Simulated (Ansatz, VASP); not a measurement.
# Ti3Al in VASP and in Ansatz

```
Ti Al
1.0
     2.92124    0.00000    0.00000
    -1.46062    2.52987    0.00000
     0.00000    0.00000    9.78031
Ti Al
3 1
Direct
  0.66667 0.33333 0.00000
  0.33333 0.66667 0.75046
  0.33333 0.66667 0.24954
  0.66667 0.33333 0.50000
```

Alike in both runs: task single point; functional PBE; k mesh 18 × 18 × 6; occupations gaussian, width 0.15 eV; no spin polarisation.

|  | VASP | Ansatz |
| --- | --- | --- |
| version | VASP 6.6.1 | Ansatz 0.2.0 |
| potentials or method | VASP PAW PBE potentials, release 64 (Ti_sv, Al), cutoff 520 eV | scalar-relativistic, plane waves, PAW |
| valence electrons in the cell | 39 | 39 |

Ansatz gave:

* gap on the k mesh at the Fermi level (eV): none
* pressure (GPa): -5.3
* traceless stress, the component that is largest in VASP (GPa): -5.33
* rms of the force components (eV/Å): 0.040

Task: Estimate VASP's values.

Result: gap on the k mesh at the Fermi level (eV): none; pressure (GPa): -5.4; traceless stress, the component that is largest in VASP (GPa): -5.30; rms of the force components (eV/Å): 0.038.

Atom by atom the forces differ by 0.002 eV/Å (rms over components). A gap of «none» marks a metal or a gap that the smearing closes.
